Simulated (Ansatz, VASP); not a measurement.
# In in VASP and in Ansatz

Contents of INCAR:

```
  ALGO = Fast
  EDIFF = 1E-6
  ENCUT = 520
  ISIF = 2
  ISMEAR = -1
  LASPH = T
  LCHARG = F
  LREAL = F
  LWAVE = F
  NBANDS = 20
  NELM = 80
  PREC = Accurate
  SIGMA = 0.05
```

File KPOINTS:

```
k-points
0
Gamma
  9 9 5
```

File POSCAR:

```
In
1.0
    3.3130983036      0.0000000000      0.0000000000
   -1.6565491518      2.8692272962      0.0000000000
    0.0000000000      0.0000000000      5.4721676924
In
2
Direct
    0.6666666667      0.3333333333      0.7500000000
    0.3333333333      0.6666666667      0.2500000000
```

The input input.yaml:

```yaml
crystal:
  lattice:
    - [3.3130983036, 0.0, 0.0]
    - [-1.6565491518, 2.8692272962, 0.0]
    - [0.0, 0.0, 5.4721676924]
  atoms:
    - { symbol: In, position: [0.6666666667, 0.3333333333, 0.75] }
    - { symbol: In, position: [0.3333333333, 0.6666666667, 0.25] }
kpoints:
  mp_grid: { grid: [9, 9, 5] }
scf:
  occupations: { method: fermi_dirac, width: 0.05 }
hamiltonian:
  xc: lda
  pseudopotentials: { kind: all_electron, lapw: { basis_error: 0.001 } }
output:
  forces: true
  stress: true
  eigenvalues: true
```

Change from the starting cell: volume scaled by 0.98.

Alike in both runs: task single point; functional LDA; k mesh 9 × 9 × 5; occupations fermi-dirac, width 0.05 eV; no spin polarisation.

|  | VASP | Ansatz |
| --- | --- | --- |
| version | VASP 6.6.1 | Ansatz 0.2.0 |
| potentials or method | VASP PAW LDA potentials, release 64 (In_d), cutoff 520 eV | all-electron LAPW, scalar-relativistic |

|  | VASP | Ansatz | Ansatz less VASP |
| --- | --- | --- | --- |
| gap on the k mesh at the Fermi level (eV) | none | none | - |
| pressure (GPa) | -2.3 | -2.2 | +0.08 |
| traceless stress, the component that is largest in VASP (GPa) | -0.14 | -0.08 | +0.061 |

LDA's correlation is that of Perdew and Zunger in VASP and of Perdew and Wang (1992) in Ansatz. A gap of «none» marks a metal or a gap that the smearing closes. Ansatz ran all-electron here, and VASP with PAW potentials.
